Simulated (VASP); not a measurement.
# Os3N2 (P-3m1) in VASP: a series of runs

The runs below take Os3N2 through single point, with PBE.

Program: VASP 6.6.1. These are calculated values, not measurements. Logs are shortened: lines on timing, memory, paths and dates and some standing lists are left out, and cuts for length are marked.

### Step 1. The cell of the first run

Symmetry: P-3m1, No. 164, trigonal system. The conventional cell has a = 3.397 Å, b = 3.397 Å, c = 5.286 Å, α = 90.00°, β = 90.00°, γ = 120.00°. Os (site symmetry -3m) has 6 N at 2.35 Å and 6 Os at 2.71 Å within 3.1 Å. Within 2.8 Å of Os (site symmetry 3m) lie 4 N at 2.05 to 2.11 Å and 6 Os at 2.49 to 2.71 Å. N (site symmetry 3m) has 7 Os at 2.05 to 2.35 Å within 2.7 Å.

### Step 2. Single point, PBE, collinear spin

INCAR reads:

```
SYSTEM = Os3N2
PREC = Accurate
ENCUT = 520
EDIFF = 1E-7
ISMEAR = 0
SIGMA = 0.1
LREAL = .FALSE.
LASPH = .TRUE.
NELM = 150
ALGO = Normal
ISIF = 2
LWAVE = .FALSE.
LCHARG = .TRUE.
ISPIN = 2
MAGMOM = 1 1 1 0 0
LORBIT = 11
LMAXMIX = 4
GGA = PE
LELF = .TRUE.
LVHAR = .TRUE.
NBANDS = 29
```

KPOINTS reads:

```
Automatic mesh
0
G
  6 6 4
  0 0 0
```

POSCAR reads:

```
Os3N2
1.0
    3.3974911626      0.0000000000      0.0000000000
   -1.6987455813      2.9423136560      0.0000000000
    0.0000000000      0.0000000000      5.2859443723
Os N
3 2
Direct
    0.0000000000      0.0000000000      0.0000000000
    0.3333333333      0.6666666667      0.6450000000
    0.6666666667      0.3333333333      0.3550000000
    0.3333333333      0.6666666667      0.2450000000
    0.6666666667      0.3333333333      0.7550000000
```

Potentials or basis: VASP PAW PBE potentials, release 64 (Os, N).

Command:

```console
cat potpaw_PBE.64/Os/POTCAR potpaw_PBE.64/N/POTCAR > POTCAR
mpirun -np 1 vasp_std > vasp.out
```

OUTCAR:

```text
SYSTEM = Os3N2
   PREC = Accurate
   ENCUT = 520
   EDIFF = 1E-7
   ISMEAR = 0
   LREAL = .FALSE.
   LASPH = .TRUE.
   NELM = 150
   ISIF = 2
   ISPIN = 2
   LORBIT = 11
   GGA = PE

 ion  position               nearest neighbor table
   1  0.000  0.000  0.000-   4 2.35   5 2.35   5 2.35   4 2.35   5 2.35   4 2.35   2 2.71   3 2.71
                             2 2.71   3 2.71   3 2.71   2 2.71
   2  0.333  0.667  0.645-   5 2.05   5 2.05   5 2.05   4 2.11   3 2.49   3 2.49   3 2.49   1 2.71
                             1 2.71   1 2.71
   3  0.667  0.333  0.355-   4 2.05   4 2.05   4 2.05   5 2.11   2 2.49   2 2.49   2 2.49   1 2.71
                             1 2.71   1 2.71
   4  0.333  0.667  0.245-   3 2.05   3 2.05   3 2.05   2 2.11   1 2.35   1 2.35   1 2.35
   5  0.667  0.333  0.755-   2 2.05   2 2.05   2 2.05   3 2.11   1 2.35   1 2.35   1 2.35

  LATTYP: Found a hexagonal cell.
 ALAT       =     3.3974911626
 C/A-ratio  =     1.5558375635

  Lattice vectors:

 A1 = (   3.3974911626,   0.0000000000,   0.0000000000)
 A2 = (  -1.6987455813,   2.9423136560,   0.0000000000)
 A3 = (   0.0000000000,   0.0000000000,   5.2859443723)

Analysis of symmetry for initial positions (statically):
=====================================================================
 Subroutine PRICEL returns:
 Original cell was already a primitive cell.

 Routine SETGRP: Setting up the symmetry group for a
 hexagonal supercell.

 Subroutine GETGRP returns: Found 12 space group operations
 (whereof 12 operations were pure point group operations)
 out of a pool of 24 trial point group operations.

The static configuration has the point symmetry D_3d.

Analysis of symmetry for dynamics (positions and initial velocities):
=====================================================================
 Subroutine PRICEL returns:
 Original cell was already a primitive cell.

 Routine SETGRP: Setting up the symmetry group for a
 hexagonal supercell.

 Subroutine GETGRP returns: Found 12 space group operations
 (whereof 12 operations were pure point group operations)
 out of a pool of 24 trial point group operations.

The dynamic configuration has the point symmetry D_3d.

Analysis of structural, dynamic, and magnetic symmetry:
=====================================================================
 Subroutine PRICEL returns:
 Original cell was already a primitive cell.

 Routine SETGRP: Setting up the symmetry group for a
 hexagonal supercell.

 Subroutine GETGRP returns: Found 12 space group operations
 (whereof 12 operations were pure point group operations)
 out of a pool of 24 trial point group operations.

The overall configuration has the point symmetry D_3d.

 Subroutine INISYM returns: Found 12 space group operations
 (whereof 12 operations are pure point group operations),
 and found     1 'primitive' translations

----------------------------------------------------------------------------------------

                                     Primitive cell

  volume of cell :      52.8409

  direct lattice vectors                    reciprocal lattice vectors
     3.397491163  0.000000000  0.000000000     0.294334835  0.169934296  0.000000000
    -1.698745581  2.942313656  0.000000000     0.000000000  0.339868592  0.000000000
     0.000000000  0.000000000  5.285944372     0.000000000  0.000000000  0.189180954

  length of vectors
     3.397491163  3.397491163  5.285944372     0.339868592  0.339868592  0.189180954

  position of ions in fractional coordinates (direct lattice)
     0.000000000  0.000000000  0.000000000
     0.333333333  0.666666667  0.645000000
     0.666666667  0.333333333  0.355000000
     0.333333333  0.666666667  0.245000000
     0.666666667  0.333333333  0.755000000

  ion indices of the primitive-cell ions
   primitive index   ion index
                 1           1
                 2           2
                 3           3
[... 26 lines left out ...]

 Found     24 irreducible k-points:

 Following reciprocal coordinates:
            Coordinates               Weight
  0.000000  0.000000  0.000000      1.000000
  0.166667  0.000000  0.000000      6.000000
  0.333333  0.000000  0.000000      6.000000
  0.500000  0.000000  0.000000      3.000000
  0.166667  0.166667  0.000000      6.000000
  0.333333  0.166667  0.000000     12.000000
[... 16 lines left out ...]
  0.333333  0.166667  0.500000     12.000000
  0.333333  0.333333  0.500000      2.000000
   k-points           NKPTS =     24   k-points in BZ     NKDIM =     24   number of bands    NBANDS=     29
   number of dos      NEDOS =    301   number of ions     NIONS =      5
   total plane-waves  NPLWV =  31360
   dimension x,y,z NGX =    28 NGY =   28 NGZ =   40
   dimension x,y,z NGXF=    56 NGYF=   56 NGZF=   80
   ions per type =               3   2
   NGX,Y,Z   is equivalent  to a cutoff of  13.70, 13.70, 12.58 a.u.
   NGXF,Y,Z  is equivalent  to a cutoff of  27.40, 27.40, 25.16 a.u.
 SYSTEM =  Os3N2
   PREC   = accura    normal or accurate (medium, high low for compatibility)
   ISTART =      0    job   : 0-new  1-cont  2-samecut
   ICHARG =      2    charge: 1-file 2-atom 10-const
   ISPIN  =      2    spin polarized calculation?
   LNONCOLLINEAR =      F non collinear calculations
   LSORBIT =      F    spin-orbit coupling
   LASPH  =      T    aspherical Exc in radial PAW
   ENCUT  =  520.0 eV  38.22 Ry    6.18 a.u.   6.32  6.32  9.83*2*pi/ulx,y,z
   NELM   =    150;   NELMIN=  2; NELMDL= -5     # of ELM steps
   EDIFF  = 0.1E-06   stopping-criterion for ELM
   LREAL  =      F    real-space projection
   EDIFFG = 0.1E-05   stopping-criterion for IOM
   NSW    =      0    number of steps for IOM
   IBRION =     -1    ionic relax: 0-MD 1-quasi-New 2-CG
   NFREE  =      0    steps in history (QN), initial steepest desc. (CG)
   ISIF   =      2    stress and relaxation
   ISYM   =      2    0-nonsym 1-usesym 2-fastsym
   POTIM  = 0.5000    time-step for ionic-motion
   TEBEG  =    0.0;   TEEND  =   0.0 temperature during run
   PSTRESS=    0.0 pullay stress
   NELECT =      34.0000    total number of electrons
   NUPDOWN=      -1.0000    fix difference up-down
   EMIN   =  10.00;   EMAX   =-10.00  energy-range for DOS
   EFERMI =   0.00;   METHOD = LEGACY
   ISMEAR =     0;   SIGMA  =   0.10  broadening in eV -4-tet -1-fermi 0-gaus
   EFERMI_NEDOS =   21; number of points for ismear=-14 and -15
   IALGO  =     38    algorithm
   IMIX   =      4    mixing-type and parameters
     AMIX     =   0.40;   BMIX     =  1.00
     AMIX_MAG =   1.60;   BMIX_MAG =  1.00
  volume/ion in A,a.u.               =      10.57        71.32
  Fermi-wavevector in a.u.,A,eV,Ry     =   1.413333  2.670812 27.177777  1.997510
  Thomas-Fermi vector in A             =   2.534989
   LORBIT       =     11    0 simple, 1 ext, 2 COOP (PROOUT), +10 PAW based schemes
   GGA     = PE    functional components
   LHFCALC =     F    Hartree Fock is set to
   AEXX    =    0.0000 exact exchange contribution
   IVDW    =     0    specifies the selected vdW correction
   LEPSILON=     F    determine dielectric tensor
   LRPA    =     F    only Hartree local field effects (RPA)
 spin polarized calculation
 Gauss-broadening in eV      SIGMA  =   0.10
  energy-cutoff  :      520.00
  volume of cell :       52.84
 maximum number of plane-waves:      1444
 NGX is ok and might be reduce to    28
   NGX = 13   NGY = 13   NGZ = 19

 number of electron      34.0000003 magnetization      -0.0003608

 number of electron      34.0000003 magnetization       0.0000408

 Free energy of the ion-electron system (eV)
  ---------------------------------------------------
  ext. energy  EPLUGINS =         0.00000000
  ---------------------------------------------------
  free energy    TOTEN  =       -41.29963212 eV

  energy without entropy =      -41.28215334  energy(sigma->0) =      -41.29089273

 E-fermi :  10.4068     XC(G=0): -13.9290

 val. band max:       10.3885780070   @ k =   0.1667   0.0000   0.2500
 cond. band min:      10.4208068915   @ k =   0.1667   0.1667   0.5000
 fundamental gap:      0.0322288844
 Fermi energy:        10.4068459097

 spin component 1

 k-point     1 :       0.0000    0.0000    0.0000
  band No.  band energies     occupation
      1      -8.7518      1.00000
      2      -7.4616      1.00000
      3       1.0652      1.00000
      4       1.3594      1.00000
      5       1.3594      1.00000
      6       1.5190      1.00000
[... 757 lines left out ...]
     28      19.1018      0.00000
     29      19.1018      0.00000
 Fermi energy:        10.4068459097

 spin component 2

 k-point     1 :       0.0000    0.0000    0.0000
  band No.  band energies     occupation
      1      -8.7518      1.00000
      2      -7.4616      1.00000
      3       1.0652      1.00000
      4       1.3594      1.00000
      5       1.3594      1.00000
      6       1.5190      1.00000
[... 757 lines left out ...]
     28      19.1018      0.00000
     29      19.1018      0.00000

------------------------ aborting loop because EDIFF is reached ----------------------------------------

  FORCE on cell =-STRESS in cart. coord.  units (eV):
  Direction    XX          YY          ZZ          XY          YZ          ZX
  --------------------------------------------------------------------------------------
  -------------------------------------------------------------------------------------
  Total       15.4985050     15.4985050     17.2634275      0.0000000      0.0000000      0.0000000
  in kB      469.9271073    469.9271073    523.4409741      0.0000000      0.0000000      0.0000000
  external PRESSURE =     487.7650629 kB  Pullay stress =       0.0000000 kB

 VOLUME and BASIS-vectors are now :
 -----------------------------------------------------------------------------
  energy-cutoff  :      520.00
  volume of cell :       52.84
      direct lattice vectors                 reciprocal lattice vectors
     3.397491163  0.000000000  0.000000000     0.294334835  0.169934296  0.000000000
    -1.698745581  2.942313656  0.000000000     0.000000000  0.339868592  0.000000000
     0.000000000  0.000000000  5.285944372     0.000000000  0.000000000  0.189180954

 POSITION                                       TOTAL-FORCE (eV/Angst)
 -----------------------------------------------------------------------------------
      0.00000      0.00000      0.00000         0.000000      0.000000      0.000000
     -0.00000      1.96154      3.40943        -0.000000      0.000000      4.397193
      1.69875      0.98077      1.87651         0.000000      0.000000     -4.397193
     -0.00000      1.96154      1.29506         0.000000      0.000000     -1.089407
      1.69875      0.98077      3.99089        -0.000000      0.000000      1.089407
 -----------------------------------------------------------------------------------
    total drift:                                0.000000     -0.000000      0.000000

  FREE ENERGIE OF THE ION-ELECTRON SYSTEM (eV)
  ---------------------------------------------------
  free  energy   TOTEN  =       -41.2996321186 eV

  energy  without entropy=      -41.2821533429  energy(sigma->0) =      -41.29089273

 total charge

# of ion       s       p       d       tot
------------------------------------------
    1        0.514   0.505   6.226   7.245
    2        0.638   0.842   6.398   7.878
    3        0.638   0.842   6.398   7.878
    4        1.265   2.374   0.000   3.639
    5        1.265   2.374   0.000   3.639
--------------------------------------------------
tot          4.321   6.937  19.021  30.279

 magnetization (x)

# of ion       s       p       d       tot
------------------------------------------
    1       -0.000   0.000  -0.000  -0.000
    2        0.000   0.000   0.000   0.000
    3        0.000   0.000   0.000   0.000
    4        0.000   0.000   0.000   0.000
    5        0.000   0.000   0.000   0.000
--------------------------------------------------
tot          0.000   0.000   0.000   0.000
```

It took 65 s on 1 thread of Oxide Virtual Turin-like, shared host; peak memory 0.2 GiB.

Results:

```yaml
Free_energy: -41.2996 eV
Pressure: 48.8 GPa
Largest_force: 4.397 eV/Å
Band_gap_on_the_k_mesh: zero (filled and empty bands overlap)
Net_moment: 0.00 μB per cell
Valence_electrons_inside_the_program's_atomic_spheres: Os 7.25, 7.88 (each value once); N 3.64
```

Forces in eV/Å, atoms in the order of the input:
```
Os   0.000  0.000  0.000
Os   0.000  0.000  4.397
Os   0.000  0.000 -4.397
N    0.000  0.000 -1.089
N    0.000  0.000  1.089
```

Levels at points of the mesh, in eV from the Fermi level:
Spin up:
```csv
k point,band 15,band 16,band 17,band 18,band 19,band 20
"(0.00, 0.00, 0.00)",-0.37,-0.37,-0.31,-0.31,0.21,1.08
"(0.50, 0.00, 0.00)",-1.41,-0.95,-0.74,-0.57,0.57,0.84
"(0.00, 0.00, 0.50)",-1.97,-1.97,0.40,1.28,2.61,2.61
"(0.50, 0.00, 0.50)",-0.51,-0.45,-0.38,0.32,1.23,1.24
```
Spin down:
```
           k point  band 14  band 15  band 16  band 17  band 18  band 19  band 20  band 21
(0.00, 0.00, 0.00)    -0.95    -0.37    -0.37    -0.31    -0.31     0.21     1.08     1.43
(0.50, 0.00, 0.00)    -2.29    -1.41    -0.95    -0.74    -0.57     0.57     0.84     2.80
(0.00, 0.00, 0.50)    -2.02    -1.97    -1.97     0.40     1.28     2.61     2.61     3.04
(0.50, 0.00, 0.50)    -2.00    -0.51    -0.45    -0.38     0.32     1.23     1.24     1.84
```

Caveat: the stress differs along the axes, from 47 to 52 GPa; spin-orbit coupling is left out, which moves the levels of the heavy elements; forces of over 1 eV/Å act on the atoms, so gaps and moduli don't describe the material at rest.

### Step 3. Single point, PBE

This run uses another cell than the first one, of 15.32 Å³/atom.

INCAR reads:

```
SYSTEM = Os3N2
PREC = Accurate
ENCUT = 520
EDIFF = 1E-6
ISMEAR = 0
SIGMA = 0.1
LREAL = .FALSE.
LASPH = .TRUE.
NELM = 60
ALGO = Normal
ISIF = 2
LWAVE = .FALSE.
LCHARG = .TRUE.
GGA = PE
LELF = .TRUE.
LVHAR = .TRUE.
NBANDS = 25
```

KPOINTS reads:

```
regular mesh
0
G
  12 12 6
  0 0 0
```

POSCAR reads:

```
Os3N2
1.0
    3.0379071632      0.0000000000      0.0000000000
   -1.5189535816      2.6309047777      0.0000000000
    0.0000000000      0.0000000000      9.5846456399
Os N
3 2
Direct
    0.0000000000      0.0000000000      0.0000000000
    0.3333333333      0.6666666667      0.7704747904
    0.6666666667      0.3333333333      0.2295252096
    0.3333333333      0.6666666667      0.3056896690
    0.6666666667      0.3333333333      0.6943103310
```

Potentials or basis: VASP PAW PBE potentials, release 64 (Os, N).

Command:

```console
cat potpaw_PBE.64/Os/POTCAR potpaw_PBE.64/N/POTCAR > POTCAR
mpirun -np 1 vasp_std > vasp.out
```

OUTCAR:

```text
SYSTEM = Os3N2
   PREC = Accurate
   ENCUT = 520
   EDIFF = 1E-6
   ISMEAR = 0
   LREAL = .FALSE.
   LASPH = .TRUE.
   NELM = 60
   ISIF = 2
   GGA = PE

 ion  position               nearest neighbor table
   1  0.000  0.000  0.000-   2 2.81   3 2.81   3 2.81   2 2.81   3 2.81   2 2.81
   2  0.333  0.667  0.770-   5 1.90   5 1.90   5 1.90   1 2.81   1 2.81   1 2.81
   3  0.667  0.333  0.230-   4 1.90   4 1.90   4 1.90   1 2.81   1 2.81   1 2.81
   4  0.333  0.667  0.306-   3 1.90   3 1.90   3 1.90
   5  0.667  0.333  0.694-   2 1.90   2 1.90   2 1.90
[... 878 lines left out ...]
  -------------------------------------------------------------------------------------
  Total        1.3443107      1.3443107      0.4261910      0.0000000      0.0000000      0.0000000
  in kB       28.1160657     28.1160657      8.9137229      0.0000000      0.0000000      0.0000000
  external PRESSURE =      21.7152848 kB  Pullay stress =       0.0000000 kB

 VOLUME and BASIS-vectors are now :
 -----------------------------------------------------------------------------
  energy-cutoff  :      520.00
  volume of cell :       76.60
      direct lattice vectors                 reciprocal lattice vectors
     3.037907163  0.000000000  0.000000000     0.329173983  0.190048688  0.000000000
    -1.518953582  2.630904778  0.000000000     0.000000000  0.380097375  0.000000000
     0.000000000  0.000000000  9.584645640     0.000000000  0.000000000  0.104333539

 POSITION                                       TOTAL-FORCE (eV/Angst)
 -----------------------------------------------------------------------------------
      0.00000      0.00000      0.00000        -0.000000      0.000000      0.000000
     -0.00000      1.75394      7.38473        -0.000000     -0.000000      0.249296
      1.51895      0.87697      2.19992        -0.000000      0.000000     -0.249296
     -0.00000      1.75394      2.92993         0.000000      0.000000      0.265958
      1.51895      0.87697      6.65472         0.000000     -0.000000     -0.265958
 -----------------------------------------------------------------------------------
    total drift:                                0.000000      0.000000      0.000000

  FREE ENERGIE OF THE ION-ELECTRON SYSTEM (eV)
  ---------------------------------------------------
  free  energy   TOTEN  =       -46.3346129487 eV

  energy  without entropy=      -46.3094621197  energy(sigma->0) =      -46.32203753
```

OSZICAR:

```text
N       E                     dE             d eps       ncg     rms          rms(c)
DAV:   1     0.250671885081E+03    0.25067E+03   -0.16140E+04  5104   0.127E+03
DAV:   2    -0.248349213556E+02   -0.27551E+03   -0.25739E+03  5315   0.412E+02
DAV:   3    -0.517163330666E+02   -0.26881E+02   -0.25296E+02  6626   0.104E+02
DAV:   4    -0.526367708775E+02   -0.92044E+00   -0.90940E+00  6057   0.220E+01
DAV:   5    -0.526567821007E+02   -0.20011E-01   -0.19983E-01  6699   0.280E+00    0.519E+01
DAV:   6    -0.481516481796E+02    0.45051E+01   -0.31840E+01  7782   0.432E+01    0.145E+01
DAV:   7    -0.480505805639E+02    0.10107E+00   -0.14336E+01  7959   0.327E+01    0.212E+01
DAV:   8    -0.475733233455E+02    0.47726E+00   -0.11876E+01  7120   0.230E+01    0.133E+01
DAV:   9    -0.463266316091E+02    0.12467E+01   -0.23246E+00  7810   0.144E+01    0.182E+00
DAV:  10    -0.463351050262E+02   -0.84734E-02   -0.19478E-01  5279   0.322E+00    0.152E+00
DAV:  11    -0.463363550742E+02   -0.12500E-02   -0.82587E-03  6994   0.763E-01    0.970E-01
DAV:  12    -0.463345519990E+02    0.18031E-02   -0.28686E-03  7093   0.471E-01    0.127E-01
DAV:  13    -0.463346223758E+02   -0.70377E-04   -0.54692E-04  5245   0.157E-01    0.556E-02
DAV:  14    -0.463346137668E+02    0.86090E-05   -0.39213E-05  6704   0.495E-02    0.100E-02
DAV:  15    -0.463346129487E+02    0.81811E-06   -0.59348E-06  5937   0.237E-02
   1 F= -.46334613E+02 E0= -.46322038E+02  d E =-.251508E-01
```

It took 2.7 min on 1 thread of Oxide Virtual Turin-like, shared host; peak memory 0.27 GiB.

Results:

```yaml
Free_energy: -46.3346 eV
Pressure: 2.2 GPa
Largest_force: 0.266 eV/Å
Band_gap_on_the_k_mesh: zero (bands 17 and 18 overlap by 0.43 eV)
```

Forces on the atoms (eV/Å):
```
Os   0.000  0.000  0.000
Os   0.000  0.000  0.249
Os   0.000  0.000 -0.249
N    0.000  0.000  0.266
N    0.000  0.000 -0.266
```

Levels at points of the mesh, in eV from the Fermi level:
| k point | band 13 | band 14 | band 15 | band 16 | band 17 | band 18 | band 19 | band 20 | band 21 | band 22 |
| --- | --- | --- | --- | --- | --- | --- | --- | --- | --- | --- |
| (0.00, 0.00, 0.00) | -2.46 | -1.50 | -1.50 | -0.73 | -0.73 | -0.29 | -0.29 | 2.23 | 2.49 | 4.72 |
| (0.50, 0.00, 0.00) | -1.89 | -1.84 | -0.48 | 0.02 | 0.07 | 0.58 | 0.72 | 1.15 | 1.82 | 1.90 |
| (0.00, 0.00, 0.50) | -2.47 | -1.50 | -1.50 | -0.73 | -0.73 | -0.28 | -0.28 | 2.07 | 2.49 | 4.71 |
| (0.50, 0.00, 0.50) | -1.89 | -1.84 | -0.48 | 0.04 | 0.07 | 0.53 | 0.84 | 1.15 | 1.71 | 1.90 |

Caveat: spin-orbit coupling is left out, which moves the levels of the heavy elements.

The gap in the log of VASP goes by the Fermi energy; the results here count the filled bands.